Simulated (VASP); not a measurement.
BiN: single point with HSE06

BiN:

```
Bi N
1.0
     3.48937    0.00000    0.00000
    -1.74468    3.02188    0.00000
     0.00000    0.00000    3.26518
Bi N
1 1
Direct
  0.00000 0.00000 0.00000
  0.66667 0.33333 0.50000
```

* Program: VASP 6.6.1
* Task: single point
* Functional: HSE06
* Potentials or basis: VASP PAW PBE potentials, release 64 (Bi_d, N)
* Cutoff: 520 eV
* k mesh: 8 × 8 × 6
* Occupations: gaussian, width 0.05 eV
* Spin: no spin polarisation

```json
{
  "Pressure": "-4.5 GPa",
  "Band gap on the k mesh": "zero (bands 10 and 11 overlap by 1.65 eV)"
}
```

Stress tensor (GPa, compression positive):
```
-4.10  0.00  0.00
 0.00 -4.10  0.00
 0.00  0.00 -5.23
```

Levels at points of the mesh, in eV from the Fermi level:
| k point | band 7 | band 8 | band 9 | band 10 | band 11 | band 12 | band 13 | band 14 |
| --- | --- | --- | --- | --- | --- | --- | --- | --- |
| (0.00, 0.00, 0.00) | -8.54 | -2.96 | -1.91 | -1.91 | 5.25 | 5.25 | 7.98 | 8.54 |
| (0.50, 0.00, 0.00) | -12.03 | -3.60 | -2.77 | -1.38 | 2.23 | 6.17 | 6.80 | 7.72 |
| (0.00, 0.00, 0.50) | -13.17 | -1.13 | -1.13 | 0.27 | 0.86 | 6.17 | 6.17 | 11.82 |
| (0.50, 0.00, 0.50) | -10.09 | -6.03 | -5.91 | -1.49 | 3.13 | 3.17 | 3.74 | 9.65 |

Run time: 40 min on 4 MPI ranks on AMD EPYC 7R43 64-Core Processor (Zen 3), on a shared host, peak memory 0.25 GiB a rank.

Caveat: the cell stands under tension; the PAW data sets were made with another functional, which shifts forces and pressure a little; spin-orbit coupling is left out, which moves the levels of the heavy elements.
